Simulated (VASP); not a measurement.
Runs of VASP 6.6.1 on Si. The structure is cubic, space group Fd-3m (No. 227). Conventional cell: a = 5.427 Å, b = 5.427 Å, c = 5.427 Å, α = 90.00°, β = 90.00°, γ = 90.00°. Within 3.1 Å of Si (site symmetry -43m) lie 4 Si at 2.35 Å. 

| level | cutoff (eV) | gap on the mesh (eV) | pressure (GPa) |
| --- | --- | --- | --- |
| r2SCAN | 550 | 0.91 | (b) |
| BLYP | 500 | 0.94 | 5.4 |
| revPBE | 500 | 0.74 | (c) |
| RPBE | 500 | (a) | 3.7 |

Alike in all rows: task single point; potentials or basis VASP PAW PBE potentials, release 64 (Si); no spin polarisation; cell as given; k mesh 6 × 6 × 6; smearing gaussian 0.01 eV.

Task: Estimate the missing entries.

Result: (a) 0.76; (b) 0.8; (c) 3.3.

Caveats: the PAW data sets were made with another functional, which shifts forces and pressure a little.

A k mesh can miss the band edges.
